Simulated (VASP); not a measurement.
# Au (Cmcm) in VASP: notebook

Runs on Au. Level: PBE. Tasks: single point, relaxation of shape and atoms at fixed volume.

Program: VASP 6.6.1. These are calculated values, not measurements. Logs are shortened: lines on timing, memory, paths and dates and some standing lists are left out, and cuts for length are marked.

### 1 The cell of the first run

It takes space group Cmcm (No. 63, orthorhombic). The conventional cell has a = 2.923 Å, b = 5.244 Å, c = 4.833 Å, α = 90.00°, β = 90.00°, γ = 90.00°. Au (site symmetry m2m) has 12 Au at 2.92 to 3.00 Å within 3.8 Å.

### 2 Single point, PBE (biaxial strain in the a-b plane: +2.0 %)

Contents of INCAR:

```
SYSTEM = Au
PREC     = Accurate       ! precision mode
ENCUT    = 520            ! plane-wave cutoff, eV
EDIFF    = 1E-6           ! SCF threshold, eV
ISMEAR   = 0              ! smearing method
SIGMA    = 0.1            ! smearing width, eV
LREAL    = .False.        ! projectors in reciprocal space
LASPH    = .True.         ! aspherical terms in the spheres
NELM     = 60             ! most SCF steps
ALGO     = Fast           ! electronic algorithm
ISIF     = 2              ! what is computed and relaxed
LWAVE    = .False.        ! write WAVECAR
LCHARG   = .False.        ! write CHGCAR
GGA      = PE             ! functional
NBANDS   = 30             ! bands
```

Contents of KPOINTS:

```
Automatic mesh
0
Gamma
  18 10 12
  0 0 0
```

Contents of POSCAR:

```
Au
1.0
    2.9227297699      0.0000000000      0.0000000000
    0.0000000000      5.2435773178      0.0000000000
    0.0000000000      0.0000000000      4.8334272988
Au
4
Direct
    0.0000000000      0.3371162670      0.7500000000
    0.5000000000      0.1628837330      0.2500000000
    0.5000000000      0.8371162670      0.7500000000
    0.0000000000      0.6628837330      0.2500000000
```

Potentials or basis: VASP PAW PBE potentials, release 64 (Au).

The run is started by

```bash
$ cat potpaw_PBE.64/Au/POTCAR > POTCAR
$ mpirun -np 1 vasp_std > vasp.out
```

OUTCAR:

```text
SYSTEM = Au
   PREC = Accurate
   ENCUT = 520
   EDIFF = 1E-6
   ISMEAR = 0
   LREAL = .False.
   LASPH = .True.
   NELM = 60
   ISIF = 2
   GGA = PE

 ion  position               nearest neighbor table
   1  0.000  0.337  0.750-   4 2.96   4 2.96   2 2.97   2 2.97   2 2.97   2 2.97   3 3.00   3 3.00
                             3 3.00   3 3.00
   2  0.500  0.163  0.250-   3 2.96   3 2.96   1 2.97   1 2.97   1 2.97   1 2.97   4 3.00   4 3.00
                             4 3.00   4 3.00
   3  0.500  0.837  0.750-   2 2.96   2 2.96   4 2.97   4 2.97   4 2.97   4 2.97   1 3.00   1 3.00
                             1 3.00   1 3.00
   4  0.000  0.663  0.250-   1 2.96   1 2.96   3 2.97   3 2.97   3 2.97   3 2.97   2 3.00   2 3.00
                             2 3.00   2 3.00

  LATTYP: Found a simple orthorhombic cell.
 ALAT       =     2.9227297699
 B/A-ratio  =     1.6537373207
 C/A-ratio  =     1.7940684670

  Lattice vectors:

 A1 = (  -2.9227297699,   0.0000000000,   0.0000000000)
 A2 = (   0.0000000000,   0.0000000000,   4.8334272988)
 A3 = (   0.0000000000,   5.2435773178,   0.0000000000)

Analysis of symmetry for initial positions (statically):
=====================================================================
 Subroutine PRICEL returns following result:

  LATTYP: Found a base centered orthorhombic cell.
 ALAT       =     2.9227297699
 B/A-ratio  =     1.7940684670
 C/A-ratio  =     1.6537373207

  Lattice vectors:

 A1 = (  -1.4613648850,   2.6217886589,   0.0000000000)
 A2 = (  -1.4613648849,  -2.6217886589,   0.0000000000)
 A3 = (   0.0000000000,   0.0000000000,   4.8334272988)

   2 primitive cells build up your supercell.

 Routine SETGRP: Setting up the symmetry group for a
 simple orthorhombic supercell.

 Subroutine GETGRP returns: Found  8 space group operations
 (whereof  4 operations were pure point group operations)
 out of a pool of  8 trial point group operations.

The static configuration has the point symmetry C_2h.
 The point group associated with its full space group is D_2h.

Analysis of symmetry for dynamics (positions and initial velocities):
=====================================================================
 Subroutine PRICEL returns following result:

  LATTYP: Found a base centered orthorhombic cell.
 ALAT       =     2.9227297699
 B/A-ratio  =     1.7940684670
 C/A-ratio  =     1.6537373207

  Lattice vectors:

 A1 = (  -1.4613648850,   2.6217886589,   0.0000000000)
 A2 = (  -1.4613648849,  -2.6217886589,   0.0000000000)
 A3 = (   0.0000000000,   0.0000000000,   4.8334272988)

   2 primitive cells build up your supercell.

 Routine SETGRP: Setting up the symmetry group for a
 simple orthorhombic supercell.

 Subroutine GETGRP returns: Found  8 space group operations
 (whereof  4 operations were pure point group operations)
 out of a pool of  8 trial point group operations.

The dynamic configuration has the point symmetry C_2h.
 The point group associated with its full space group is D_2h.

 Subroutine INISYM returns: Found  8 space group operations
 (whereof  4 operations are pure point group operations),
 and found     2 'primitive' translations

----------------------------------------------------------------------------------------

                                     Primitive cell

  volume of cell :      37.0375

  direct lattice vectors                    reciprocal lattice vectors
    -1.461364885  2.621788659  0.000000000    -0.342145897  0.190709498  0.000000000
    -1.461364885 -2.621788659  0.000000000    -0.342145897 -0.190709498  0.000000000
     0.000000000  0.000000000  4.833427299     0.000000000  0.000000000  0.206892529

  length of vectors
     3.001560111  3.001560111  4.833427299     0.391706431  0.391706431  0.206892529

  position of ions in fractional coordinates (direct lattice)
     0.337116267  0.662883733  0.750000000
     0.662883733  0.337116267  0.250000000

  ion indices of the primitive-cell ions
   primitive index   ion index
                 1           1
                 2           4

----------------------------------------------------------------------------------------

 KPOINTS: Automatic mesh

Automatic generation of k-mesh.
 Grid dimensions read from file:
 generate k-points for:   18   10   12

 Generating k-lattice:

  Cartesian coordinates                     Fractional coordinates (reciprocal lattice)
     0.019008105  0.000000000  0.000000000     0.055555556  0.000000000  0.000000000
     0.000000000  0.019070950  0.000000000     0.000000000  0.100000000  0.000000000
     0.000000000  0.000000000  0.017241044     0.000000000  0.000000000  0.083333333

  Length of vectors
     0.019008105  0.019070950  0.017241044

  Shift w.r.t. Gamma in fractional coordinates (k-lattice)
     0.000000000  0.000000000  0.000000000

 Subroutine IBZKPT returns following result:
 ===========================================

 Found    420 irreducible k-points:

 Following reciprocal coordinates:
            Coordinates               Weight
  0.000000  0.000000  0.000000      1.000000
  0.055556  0.000000  0.000000      2.000000
  0.111111  0.000000  0.000000      2.000000
  0.166667  0.000000  0.000000      2.000000
  0.222222  0.000000  0.000000      2.000000
  0.277778  0.000000  0.000000      2.000000
[... 16 lines left out ...]
  0.111111  0.200000  0.000000      4.000000
  0.166667  0.200000  0.000000      4.000000
 [... further k-points ...]
   k-points           NKPTS =    420   k-points in BZ     NKDIM =    420   number of bands    NBANDS=     30
   number of dos      NEDOS =    301   number of ions     NIONS =      4
   total plane-waves  NPLWV =  34560
   dimension x,y,z NGX =    24 NGY =   40 NGZ =   36
   dimension x,y,z NGXF=    48 NGYF=   80 NGZF=   72
   ions per type =               4
   NGX,Y,Z   is equivalent  to a cutoff of  13.65, 12.68, 12.38 a.u.
   NGXF,Y,Z  is equivalent  to a cutoff of  27.30, 25.36, 24.76 a.u.
 SYSTEM =  Au
   PREC   = accura    normal or accurate (medium, high low for compatibility)
   ISTART =      0    job   : 0-new  1-cont  2-samecut
   ICHARG =      2    charge: 1-file 2-atom 10-const
   ISPIN  =      1    spin polarized calculation?
   LNONCOLLINEAR =      F non collinear calculations
   LSORBIT =      F    spin-orbit coupling
   LASPH  =      T    aspherical Exc in radial PAW
   ENCUT  =  520.0 eV  38.22 Ry    6.18 a.u.   5.43  9.75  8.99*2*pi/ulx,y,z
   NELM   =     60;   NELMIN=  2; NELMDL= -5     # of ELM steps
   EDIFF  = 0.1E-05   stopping-criterion for ELM
   LREAL  =      F    real-space projection
   EDIFFG = 0.1E-04   stopping-criterion for IOM
   NSW    =      0    number of steps for IOM
   IBRION =     -1    ionic relax: 0-MD 1-quasi-New 2-CG
   NFREE  =      0    steps in history (QN), initial steepest desc. (CG)
   ISIF   =      2    stress and relaxation
   ISYM   =      2    0-nonsym 1-usesym 2-fastsym
   POTIM  = 0.5000    time-step for ionic-motion
   TEBEG  =    0.0;   TEEND  =   0.0 temperature during run
   PSTRESS=    0.0 pullay stress
   NELECT =      44.0000    total number of electrons
   NUPDOWN=      -1.0000    fix difference up-down
   EMIN   =  10.00;   EMAX   =-10.00  energy-range for DOS
   EFERMI =   0.00;   METHOD = LEGACY
   ISMEAR =     0;   SIGMA  =   0.10  broadening in eV -4-tet -1-fermi 0-gaus
   EFERMI_NEDOS =   21; number of points for ismear=-14 and -15
   IALGO  =     68    algorithm
   IMIX   =      4    mixing-type and parameters
     AMIX     =   0.40;   BMIX     =  1.00
     AMIX_MAG =   1.60;   BMIX_MAG =  1.00
  volume/ion in A,a.u.               =      18.52       124.97
  Fermi-wavevector in a.u.,A,eV,Ry     =   1.376159  2.600563 25.766890  1.893813
  Thomas-Fermi vector in A             =   2.501429
   LORBIT       =      0    0 simple, 1 ext, 2 COOP (PROOUT), +10 PAW based schemes
   GGA     = PE    functional components
   LHFCALC =     F    Hartree Fock is set to
   AEXX    =    0.0000 exact exchange contribution
   IVDW    =     0    specifies the selected vdW correction
   LEPSILON=     F    determine dielectric tensor
   LRPA    =     F    only Hartree local field effects (RPA)
 non-spin polarized calculation
 RMM-DIIS sequential band-by-band and
 Gauss-broadening in eV      SIGMA  =   0.10
  energy-cutoff  :      520.00
  volume of cell :       74.07
 maximum number of plane-waves:      2020
 NGX is ok and might be reduce to    24
   NGX = 11   NGY = 19   NGZ = 17

 number of electron      43.9999997 magnetization

 Free energy of the ion-electron system (eV)
  ---------------------------------------------------
  ext. energy  EPLUGINS =         0.00000000
  ---------------------------------------------------
  free energy    TOTEN  =       -12.82066955 eV

  energy without entropy =      -12.81407262  energy(sigma->0) =      -12.81737109

 E-fermi :   8.1371     XC(G=0): -12.2221

 val. band max:        8.1298604402   @ k =   0.1111   0.0000   0.0833
 cond. band min:       8.1409276508   @ k =   0.5000   0.3000   0.1667
 fundamental gap:      0.0110672106
 Fermi energy:         8.1370900159

 k-point     1 :       0.0000    0.0000    0.0000
  band No.  band energies     occupation
      1      -0.8597      2.00000
      2       1.5671      2.00000
      3       1.9686      2.00000
      4       1.9848      2.00000
      5       2.5287      2.00000
      6       3.7766      2.00000
[... 22 lines left out ...]
     29      18.4711      0.00000
     30      19.0950      0.00000

 k-point     2 :       0.0556    0.0000    0.0000
  band No.  band energies     occupation
      1      -0.7903      2.00000
      2       1.6224      2.00000
      3       2.0285      2.00000
      4       2.0453      2.00000
      5       2.5334      2.00000
      6       3.8226      2.00000
[... 22 lines left out ...]
     29      18.1924      0.00000
     30      19.1200      0.00000

 k-point     3 :       0.1111    0.0000    0.0000
  band No.  band energies     occupation
      1      -0.5855      2.00000
      2       1.7803      2.00000
      3       2.2004      2.00000
      4       2.2156      2.00000
      5       2.5446      2.00000
      6       3.7875      2.00000
[... 682 lines left out ...]
     29      18.6033      0.00000
     30      20.2784      0.00000

 k-point    24 :       0.1667    0.2000    0.0000
  band No.  band energies     occupation
      1      -0.0032      2.00000
      2       2.1615      2.00000
      3       2.3230      2.00000
      4       2.5473      2.00000
      5       2.6816      2.00000
      6       3.5238      2.00000
[... 22 lines left out ...]
     29      18.6597      0.00000
     30      20.1218      0.00000

 [... further k-points ...]

------------------------ aborting loop because EDIFF is reached ----------------------------------------

  FORCE on cell =-STRESS in cart. coord.  units (eV):
  Direction    XX          YY          ZZ          XY          YZ          ZX
  --------------------------------------------------------------------------------------
  -------------------------------------------------------------------------------------
  Total       -1.7612500     -2.2720444     -1.1263480      0.0000000      0.0000000      0.0000000
  in kB      -38.0943057    -49.1423429    -24.3619265      0.0000000      0.0000000      0.0000000
  external PRESSURE =     -37.1995250 kB  Pullay stress =       0.0000000 kB

 VOLUME and BASIS-vectors are now :
 -----------------------------------------------------------------------------
  energy-cutoff  :      520.00
  volume of cell :       74.07
      direct lattice vectors                 reciprocal lattice vectors
     2.922729770  0.000000000  0.000000000     0.342145897  0.000000000  0.000000000
     0.000000000  5.243577318  0.000000000     0.000000000  0.190709498  0.000000000
     0.000000000  0.000000000  4.833427299     0.000000000  0.000000000  0.206892529

 POSITION                                       TOTAL-FORCE (eV/Angst)
 -----------------------------------------------------------------------------------
      0.00000      1.76770      3.62507         0.000000      0.003592      0.000000
      1.46136      0.85409      1.20836        -0.000000     -0.003592     -0.000000
      1.46136      4.38948      3.62507         0.000000      0.003592     -0.000000
      0.00000      3.47588      1.20836        -0.000000     -0.003592     -0.000000
 -----------------------------------------------------------------------------------
    total drift:                                0.000000      0.000000     -0.000000

  FREE ENERGIE OF THE ION-ELECTRON SYSTEM (eV)
  ---------------------------------------------------
  free  energy   TOTEN  =       -12.8206695496 eV

  energy  without entropy=      -12.8140726208  energy(sigma->0) =      -12.81737109
```

It took 4 min on 1 thread of Intel Xeon 6975P-C (Granite Rapids), shared host; peak memory 0.7 GiB.

Results:

```
Free energy            : -12.8207 eV
Pressure               : -3.7 GPa
Largest force          : 0.004 eV/Å
Band gap on the k mesh : zero (bands 22 and 23 overlap by 3.70 eV)
```

Forces on the atoms (eV/Å):
```
Au   0.000  0.004  0.000
Au   0.000 -0.004  0.000
Au   0.000  0.004  0.000
Au   0.000 -0.004  0.000
```

Levels at points of the mesh, in eV from the Fermi level:
```
           k point  band 19  band 20  band 21  band 22  band 23  band 24  band 25  band 26
(0.00, 0.00, 0.00)    -2.00    -1.81    -1.78    -0.53     0.17     0.96     2.69     5.66
(0.50, 0.00, 0.00)    -1.85    -1.85    -0.14    -0.14     3.92     3.92     5.57     5.57
(0.00, 0.50, 0.00)    -2.85    -2.85    -1.91    -1.91     2.86     2.86     3.22     3.22
(0.50, 0.50, 0.00)    -1.75    -1.75     0.33     0.33     1.36     1.36     5.84     5.84
(0.00, 0.00, 0.50)    -2.20    -2.20    -1.87    -1.87     0.37     0.37     3.25     3.25
(0.50, 0.00, 0.50)    -1.83    -1.83     1.00     1.00     1.00     1.00     6.17     6.17
(0.00, 0.50, 0.50)    -2.42    -2.42    -1.86    -1.86    -1.86    -1.86     9.69     9.69
(0.50, 0.50, 0.50)    -1.80    -1.80     0.73     0.73     0.73     0.73     3.60     3.60
```

Caveat: the cell differs from its parent crystal (biaxial strain in the a-b plane: +2.0 %); the cell stands under tension; spin-orbit coupling is left out, which moves the levels of the heavy elements.

### 3 Relaxation of shape and atoms at fixed volume, PBE (18.56 Å³/atom)

Contents of INCAR:

```
SYSTEM = Au
ALGO = Fast ; EDIFF = 1E-7
EDIFFG = -0.01 ; ENCUT = 600
GGA = PE ; IBRION = 2
ISIF = 4 ; ISMEAR = 0
LASPH = .TRUE. ; LCHARG = .FALSE.
LREAL = .FALSE. ; LWAVE = .FALSE.
NELM = 100 ; NSW = 50
PREC = Accurate ; SIGMA = 0.1
```

Contents of KPOINTS:

```
k-points
0
G
  16 16 10
  0 0 0
```

Contents of POSCAR:

```
Au
1.0
    1.4468968483     -2.5958320106      0.0000000000
    1.4468968483      2.5958320106      0.0000000000
    0.0000000000      0.0000000000      4.9405730031
Au
2
Direct
    0.6639514441      0.3360485559      0.2500000000
    0.3360485559      0.6639514441      0.7500000000
```

Potentials or basis: VASP PAW PBE potentials, release 64 (Au).

The run is started by

```bash
$ cat potpaw_PBE.64/Au/POTCAR > POTCAR
$ mpirun -np 1 vasp_std > vasp.out
```

Run time: 2.4 min. Hardware: 1 thread of AMD EPYC 9R45 (Zen 5), shared host; peak memory 0.34 GiB.

Results (log left out):

```
Free energy             : -6.4124 eV
Pressure after relaxing : -3.8 GPa
Band gap on the k mesh  : zero (bands 11 and 12 overlap by 6.18 eV)
```

Stress tensor (GPa, compression positive):
```
-3.91  0.00  0.00
 0.00 -3.85  0.00
 0.00  0.00 -3.75
```

Final structure:
```yaml
crystal:
  lattice:
    - [1.44690, -2.59583, 0.00000]
    - [1.44690, 2.59583, 0.00000]
    - [0.00000, 0.00000, 4.94057]
  atoms:
    - { symbol: Au, position: [0.66395, 0.33605, 0.25000] }
    - { symbol: Au, position: [0.33605, 0.66395, 0.75000] }
```

Levels at points of the mesh, in eV from the Fermi level:
```tsv
k point	band 8	band 9	band 10	band 11	band 12	band 13	band 14	band 15
(0.00, 0.00, 0.00)	-3.37	-3.21	-2.10	-2.10	-0.72	2.30	14.51	15.66
(0.50, 0.00, 0.00)	-1.92	-1.82	-1.67	0.44	1.53	5.64	6.91	7.07
(0.50, 0.50, 0.00)	-1.89	-1.87	-1.71	0.26	1.14	5.40	6.52	6.93
(0.00, 0.00, 0.50)	-4.01	-2.56	-2.56	-2.44	-2.44	10.11	10.11	14.83
(0.50, 0.00, 0.50)	-2.29	-1.72	-1.72	0.77	0.77	3.67	3.67	12.90
(0.50, 0.50, 0.50)	-2.23	-1.78	-1.78	0.44	0.44	3.29	3.29	12.60
```

Caveat: spin-orbit coupling is left out, which moves the levels of the heavy elements.

(Continued in part 2 of 2.)

The gap in the log of VASP goes by the Fermi energy; the results here count the filled bands.